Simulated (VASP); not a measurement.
# Nb2H3 (R-3m) in VASP: further runs

Nb2H3 is run at these levels: PBE; tasks: single point, relaxation of cell and atoms.

All numbers are computed with VASP 6.6.1; they aren't measurements. Logs are shortened: lines on timing, memory, paths and dates and some standing lists are left out, and cuts for length are marked.

**1. The cell of the first run**

The structure is trigonal, space group R-3m (No. 166). Conventional cell: a = 2.961 Å, b = 2.961 Å, c = 20.941 Å, α = 90.00°, β = 90.00°, γ = 120.00°. Within 2.7 Å of Nb (site symmetry 3m) lie 6 H at 2.01 to 2.14 Å. Within 3.0 Å of H (site symmetry -3m) lie 6 Nb at 2.14 Å and 12 H at 2.89 to 2.96 Å. Within 2.7 Å of H (site symmetry 3m) lie 3 Nb at 2.01 Å.

**2. Single point, PBE**

File INCAR:

```
PREC = Accurate
ENCUT = 520
EDIFF = 1E-6
ISMEAR = 0
SIGMA = 0.1
LREAL = False
LASPH = True
NELM = 100
ALGO = Normal
ISIF = 2
LWAVE = False
LCHARG = True
GGA = PE
LELF = True
LVHAR = True
NBANDS = 22
```

File KPOINTS:

```
regular mesh
0
Gamma
  6 6 6
```

File POSCAR:

```
Nb2H3
1.0
    1.4806186108      0.8548355535      6.9804273273
   -1.4806186108      0.8548355535      6.9804273273
    0.0000000000     -1.7096711070      6.9804273273
Nb H
2 3
Direct
    0.3947086979      0.3947086979      0.3947086979
    0.6052913021      0.6052913021      0.6052913021
    0.0000000000      0.0000000000      0.0000000000
    0.2219404459      0.2219404459      0.2219404459
    0.7780595541      0.7780595541      0.7780595541
```

Potentials or basis: VASP PAW PBE potentials, release 64 (Nb_sv, H).

On the command line:

```sh
> cat potpaw_PBE.64/Nb_sv/POTCAR potpaw_PBE.64/H/POTCAR > POTCAR
> mpirun -np 1 vasp_std > vasp.out
```

OUTCAR:

```text
PREC = Accurate
   ENCUT = 520
   EDIFF = 1E-6
   ISMEAR = 0
   LREAL = False
   LASPH = True
   NELM = 100
   ISIF = 2
   GGA = PE

 ion  position               nearest neighbor table
   1  0.395  0.395  0.395-
   2  0.605  0.605  0.605-
   3  0.000  0.000  0.000-
   4  0.222  0.222  0.222-
   5  0.778  0.778  0.778-

  LATTYP: Found a trigonal (rhomboedric) cell.
 ALAT       =     7.1867475930
 COS(alpha) =     0.9151109606

  Lattice vectors:

 A1 = (   1.4806186108,   0.8548355535,   6.9804273273)
 A2 = (  -1.4806186108,   0.8548355535,   6.9804273273)
 A3 = (   0.0000000000,  -1.7096711070,   6.9804273273)

Analysis of symmetry for initial positions (statically):
=====================================================================
 Subroutine PRICEL returns:
 Original cell was already a primitive cell.

 Routine SETGRP: Setting up the symmetry group for a
 trigonal (rhombohedral) supercell.

 Subroutine GETGRP returns: Found 12 space group operations
 (whereof 12 operations were pure point group operations)
 out of a pool of 12 trial point group operations.

The static configuration has the point symmetry D_3d.

Analysis of symmetry for dynamics (positions and initial velocities):
=====================================================================
 Subroutine PRICEL returns:
 Original cell was already a primitive cell.

 Routine SETGRP: Setting up the symmetry group for a
 trigonal (rhombohedral) supercell.

 Subroutine GETGRP returns: Found 12 space group operations
 (whereof 12 operations were pure point group operations)
 out of a pool of 12 trial point group operations.

The dynamic configuration has the point symmetry D_3d.

 Subroutine INISYM returns: Found 12 space group operations
 (whereof 12 operations are pure point group operations),
 and found     1 'primitive' translations

----------------------------------------------------------------------------------------

                                     Primitive cell

  volume of cell :      53.0102

  direct lattice vectors                    reciprocal lattice vectors
     1.480618611  0.854835553  6.980427327     0.337696687  0.194969273  0.047752568
[... 89 lines left out ...]
   LASPH  =      T    aspherical Exc in radial PAW
   ENCUT  =  520.0 eV  38.22 Ry    6.18 a.u.  13.36 13.36 13.36*2*pi/ulx,y,z
   NELM   =    100;   NELMIN=  2; NELMDL= -5     # of ELM steps
   EDIFF  = 0.1E-05   stopping-criterion for ELM
   LREAL  =      F    real-space projection
   EDIFFG = 0.1E-04   stopping-criterion for IOM
   NSW    =      0    number of steps for IOM
   IBRION =     -1    ionic relax: 0-MD 1-quasi-New 2-CG
   NFREE  =      0    steps in history (QN), initial steepest desc. (CG)
   ISIF   =      2    stress and relaxation
   ISYM   =      2    0-nonsym 1-usesym 2-fastsym
   POTIM  = 0.5000    time-step for ionic-motion
   TEBEG  =    0.0;   TEEND  =   0.0 temperature during run
   PSTRESS=    0.0 pullay stress
   NELECT =      29.0000    total number of electrons
   NUPDOWN=      -1.0000    fix difference up-down
   EMIN   =  10.00;   EMAX   =-10.00  energy-range for DOS
   EFERMI =   0.00;   METHOD = LEGACY
   ISMEAR =     0;   SIGMA  =   0.10  broadening in eV -4-tet -1-fermi 0-gaus
   EFERMI_NEDOS =   21; number of points for ismear=-14 and -15
   IALGO  =     38    algorithm
   IMIX   =      4    mixing-type and parameters
     AMIX     =   0.40;   BMIX     =  1.00
     AMIX_MAG =   1.60;   BMIX_MAG =  1.00
  volume/ion in A,a.u.               =      10.60        71.55
  Fermi-wavevector in a.u.,A,eV,Ry     =   1.338920  2.530191 24.391240  1.792706
  Thomas-Fermi vector in A             =   2.467352
   LORBIT       =      0    0 simple, 1 ext, 2 COOP (PROOUT), +10 PAW based schemes
   GGA     = PE    functional components
   LHFCALC =     F    Hartree Fock is set to
   AEXX    =    0.0000 exact exchange contribution
   IVDW    =     0    specifies the selected vdW correction
   LEPSILON=     F    determine dielectric tensor
   LRPA    =     F    only Hartree local field effects (RPA)
 non-spin polarized calculation
 Gauss-broadening in eV      SIGMA  =   0.10
  energy-cutoff  :      520.00
  volume of cell :       53.01
 maximum number of plane-waves:      1459
 NGX is ok and might be reduce to    54
   NGX = 27   NGY = 27   NGZ = 27

 number of electron      29.0000000 magnetization

 Free energy of the ion-electron system (eV)
  ---------------------------------------------------
  ext. energy  EPLUGINS =         0.00000000
  ---------------------------------------------------
  free energy    TOTEN  =       -30.75534044 eV

  energy without entropy =      -30.74206929  energy(sigma->0) =      -30.74870487

 E-fermi :   7.6463     XC(G=0): -10.9716

 val. band max:        7.6017743211   @ k =  -0.3333   0.1667  -0.0000
 cond. band min:       7.6952539762   @ k =   0.3333   0.1667   0.0000
 fundamental gap:      0.0934796551
 Fermi energy:         7.6462717372

 k-point     1 :       0.0000    0.0000    0.0000
  band No.  band energies     occupation
      1     -47.2820      2.00000
      2     -47.2143      2.00000
      3     -23.6994      2.00000
      4     -23.2016      2.00000
      5     -22.7653      2.00000
      6     -22.7653      2.00000
[... 589 lines left out ...]
     21      14.2018      0.00000
     22      15.5351      0.00000

 [... further k-points ...]

------------------------ aborting loop because EDIFF is reached ----------------------------------------

  FORCE on cell =-STRESS in cart. coord.  units (eV):
  Direction    XX          YY          ZZ          XY          YZ          ZX
  --------------------------------------------------------------------------------------
  -------------------------------------------------------------------------------------
  Total       -0.0940859     -0.0940859      0.0061815      0.0000000      0.0000000      0.0000000
  in kB       -2.8436487     -2.8436487      0.1868294      0.0000000      0.0000000      0.0000000
  external PRESSURE =      -1.8334893 kB  Pullay stress =       0.0000000 kB

 VOLUME and BASIS-vectors are now :
 -----------------------------------------------------------------------------
  energy-cutoff  :      520.00
  volume of cell :       53.01
      direct lattice vectors                 reciprocal lattice vectors
     1.480618611  0.854835553  6.980427327     0.337696687  0.194969273  0.047752568
    -1.480618611  0.854835553  6.980427327    -0.337696687  0.194969273  0.047752568
     0.000000000 -1.709671107  6.980427327     0.000000000 -0.389938547  0.047752568

 POSITION                                       TOTAL-FORCE (eV/Angst)
 -----------------------------------------------------------------------------------
      0.00000      0.00000      8.26571         0.000000      0.000000     -0.013046
      0.00000      0.00000     12.67558         0.000000     -0.000000      0.013046
      0.00000      0.00000      0.00000         0.000000     -0.000000      0.000000
      0.00000      0.00000      4.64772         0.000000      0.000000      0.004361
      0.00000      0.00000     16.29356         0.000000     -0.000000     -0.004361
 -----------------------------------------------------------------------------------
    total drift:                                0.000000     -0.000000     -0.000000

  FREE ENERGIE OF THE ION-ELECTRON SYSTEM (eV)
  ---------------------------------------------------
  free  energy   TOTEN  =       -30.7553404381 eV

  energy  without entropy=      -30.7420692926  energy(sigma->0) =      -30.74870487
```

Run time: 2.9 min. Hardware: 1 thread of Intel Xeon Platinum 8375C at 2.90GHz (Ice Lake), shared host; peak memory 0.38 GiB.

Results:

```yaml
Free_energy: -30.7553 eV
Pressure: -0.2 GPa
Largest_force: 0.013 eV/Å
Band_gap_on_the_k_mesh: zero (an odd number of electrons rules out a gap without spin polarisation)
```

Forces on the atoms (eV/Å):
```
Nb   0.000  0.000 -0.013
Nb   0.000  0.000  0.013
H    0.000  0.000  0.000
H    0.000  0.000  0.004
H    0.000  0.000 -0.004
```

Caveat: the k points lie up to 0.41 Å⁻¹ apart, too coarse for converged energies and pressures of a metal.

**3. Relaxation of cell and atoms, PBE**

This run uses another cell than the first one, of 10.13 Å³/atom.

File INCAR:

```
SYSTEM = Nb2H3
PREC     = Accurate       ! precision mode
ENCUT    = 600            ! plane-wave cutoff, eV
EDIFF    = 1E-6           ! SCF threshold, eV
ISMEAR   = 0              ! smearing method
SIGMA    = 0.1            ! smearing width, eV
LREAL    = .False.        ! projectors in reciprocal space
LASPH    = .True.         ! aspherical terms in the spheres
NELM     = 80             ! most SCF steps
ALGO     = Normal         ! electronic algorithm
ISIF     = 3              ! what is computed and relaxed
LWAVE    = .False.        ! write WAVECAR
LCHARG   = .False.        ! write CHGCAR
GGA      = PE             ! functional
IBRION   = 2              ! ionic algorithm
NSW      = 90             ! ionic steps
EDIFFG   = -0.04          ! ionic threshold
```

File KPOINTS:

```
regular mesh
0
Gamma
  6 6 6
  0 0 0
```

File POSCAR:

```
Nb2H3
1.0
    1.4664963234      0.8466820471      6.7979543476
   -1.4664963234      0.8466820471      6.7979543476
    0.0000000000     -1.6933640942      6.7979543476
Nb H
2 3
Direct
    0.4000000000      0.4000000000      0.4000000000
    0.6000000000      0.6000000000      0.6000000000
    0.0000000000      0.0000000000      0.0000000000
    0.2095000000      0.2095000000      0.2095000000
    0.7905000000      0.7905000000      0.7905000000
```

Potentials or basis: VASP PAW PBE potentials, release 64 (Nb_sv, H).

On the command line:

```sh
> cat potpaw_PBE.64/Nb_sv/POTCAR potpaw_PBE.64/H/POTCAR > POTCAR
> mpirun -np 1 vasp_std > vasp.out
```

It took 32 min on 1 thread of Intel Xeon Platinum 8375C at 2.90GHz (Ice Lake), shared host; peak memory 0.47 GiB.

Results (log left out):

| Item | Value |
| --- | --- |
| Free energy | -30.7556 eV |
| Relaxed volume | 10.75 Å³/atom |
| Relaxed cell | a = 7.291 Å, b = 7.291 Å, c = 7.291 Å, α = 23.41°, β = 23.41°, γ = 23.41° |
| Space group after relaxing (to 0.1 Å) | R-3m (No. 166) |
| Energy gained by relaxing | 28.3 meV/atom |
| Ionic steps | 21 |
| Pressure after relaxing | 0.1 GPa |
| Largest force after relaxing | 0.010 eV/Å |
| Band gap on the k mesh | zero (an odd number of electrons rules out a gap without spin polarisation) |

Forces on the atoms (eV/Å):
```
Nb   0.000  0.000  0.009
Nb   0.000  0.000 -0.009
H    0.000  0.000  0.000
H    0.000  0.000 -0.010
H    0.000  0.000  0.010
```

Stress tensor (GPa, compression positive):
```
0.12 0.00 0.00
0.00 0.12 0.00
0.00 0.00 0.21
```

The path:
```csv
step,energy change (eV),largest force (eV/Å),pressure (GPa),volume (Å³)
1,0.0000,0.5119,-3.91,50.64
2,-0.0609,0.3722,2.23,48.85
3,-0.0609,0.3729,2.20,48.86
4,-0.0884,0.3119,0.87,49.28
5,-0.1006,0.2220,-1.26,50.01
6,-0.1016,0.2385,-0.83,49.86
7,-0.1125,0.1219,0.30,49.65
8,-0.1125,0.1268,0.31,49.64
9,-0.1154,0.0997,0.41,49.78
10,-0.1224,0.0120,0.78,50.20
11,-0.1279,0.2088,1.58,51.04
12,-0.1290,0.1957,1.45,51.15
13,-0.1318,0.1545,1.05,51.48
14,-0.1357,0.0749,0.31,52.14
15,-0.1375,0.0743,-1.06,53.46
16,-0.1377,0.0397,-0.74,53.14
17,-0.1388,0.0503,-0.51,53.20
18,-0.1403,0.0750,0.20,53.38
19,-0.1403,0.0784,0.30,53.39
20,-0.1409,0.0466,0.22,53.52
21,-0.1413,0.0096,0.15,53.74
```

Final structure:
```
Nb H
1.0
     1.47931    0.85408    7.08844
    -1.47931    0.85408    7.08844
     0.00000   -1.70816    7.08844
Nb H
2 3
Direct
  0.39370 0.39370 0.39370
  0.60630 0.60630 0.60630
  0.00000 0.00000 0.00000
  0.22355 0.22355 0.22355
  0.77645 0.77645 0.77645
```

Levels at points of the mesh, in eV from the Fermi level:
| k point | band 11 | band 12 | band 13 | band 14 | band 15 | band 16 | band 17 | band 18 |
| --- | --- | --- | --- | --- | --- | --- | --- | --- |
| (0.00, 0.00, 0.00) | -4.88 | -1.49 | -1.22 | -0.12 | -0.12 | 0.28 | 0.28 | 2.30 |
| (0.50, 0.00, 0.00) | -3.85 | -2.99 | -2.84 | -0.14 | 0.60 | 2.31 | 2.67 | 3.22 |
| (0.50, 0.50, 0.00) | -3.71 | -3.21 | -2.51 | -0.06 | 0.56 | 1.15 | 2.77 | 3.94 |
| (0.50, 0.50, 0.50) | -3.82 | -2.67 | -0.57 | -0.13 | -0.13 | 0.29 | 0.29 | 2.27 |

Caveat: the k points lie up to 0.41 Å⁻¹ apart in the final cell, too coarse for converged energies and pressures of a metal.

**4. Single point, PBE**

This run uses another cell than the first one, of 11.40 Å³/atom.

File INCAR:

```
PREC = Accurate ; ENCUT = 520
EDIFF = 1E-6 ; ISMEAR = 0
SIGMA = 0.1 ; LREAL = F
LASPH = T ; NELM = 80
ALGO = Normal ; ISIF = 2
LWAVE = F ; LCHARG = T
GGA = PE ; LELF = T
LVHAR = T ; NBANDS = 22
```

File KPOINTS:

```
regular mesh
0
Gamma
  12 12 12
```

File POSCAR:

```
Nb2H3
1.0
    1.4728192342      0.8503325813      7.5879510901
   -1.4728192342      0.8503325813      7.5879510901
    0.0000000000     -1.7006651627      7.5879510901
Nb H
2 3
Direct
    0.3903350659      0.3903350659      0.3903350659
    0.6096649341      0.6096649341      0.6096649341
    0.0000000000      0.0000000000      0.0000000000
    0.2287313201      0.2287313201      0.2287313201
    0.7712686799      0.7712686799      0.7712686799
```

On the command line:

```sh
> cat potpaw_PBE.64/Nb_sv/POTCAR potpaw_PBE.64/H/POTCAR > POTCAR
> mpirun -np 1 vasp_std > vasp.out
```

Wall time 21 min (1 thread of Intel Xeon Platinum 8375C at 2.90GHz (Ice Lake), shared host); peak memory 0.59 GiB.

Results (log left out):

- Free energy: -30.7655 eV
- Pressure: -0.3 GPa
- Largest force: 0.012 eV/Å
- Band gap on the k mesh: zero (an odd number of electrons rules out a gap without spin polarisation)

Forces on the atoms (eV/Å):
```
Nb   0.000  0.000 -0.012
Nb   0.000  0.000  0.012
H    0.000  0.000  0.000
H    0.000  0.000  0.006
H    0.000  0.000 -0.006
```

Stress tensor (GPa, compression positive):
```
-0.38  0.00  0.00
 0.00 -0.38  0.00
 0.00  0.00 -0.27
```

Levels at points of the mesh, in eV from the Fermi level:
```
           k point  band 11  band 12  band 13  band 14  band 15  band 16  band 17  band 18
(0.00, 0.00, 0.00)    -4.75    -1.70    -1.53    -0.13    -0.13     0.26     0.26     2.31
(0.50, 0.00, 0.00)    -3.78    -3.13    -2.84    -0.19     0.62     2.02     2.66     3.36
(0.50, 0.50, 0.00)    -3.71    -3.23    -2.67    -0.16     0.60     1.35     2.69     3.78
(0.50, 0.50, 0.50)    -4.11    -2.60    -0.97    -0.13    -0.13     0.26     0.26     2.31
```

**5. Overview**

```tsv
task	cell	k mesh	cutoff (eV)	gap on the mesh (eV)	pressure (GPa)	largest force (eV/Å)
single point	a = 7.187 Å, angles 23.8°, 5 atoms, atomic positions A	6 × 6 × 6	520	none	-0.2	0.01
relaxation of cell and atoms	relaxed from a = 7.006 Å, angles 24.2°, 5 atoms, atomic positions B	6 × 6 × 6	600	none	0.1	0.01
single point	a = 7.776 Å, angles 21.8°, 5 atoms, atomic positions C	12 × 12 × 12	520	none	-0.3	0.01
```

Alike in all rows: level PBE; potentials or basis VASP PAW PBE potentials, release 64 (Nb_sv, H); no spin polarisation; smearing gaussian 0.1 eV.

Caveats: some runs use coarse meshes.

Total energies depend on the potentials used, so only differences within one code and one set of settings carry meaning.

The gap in the log of VASP goes by the Fermi energy; the results here count the filled bands.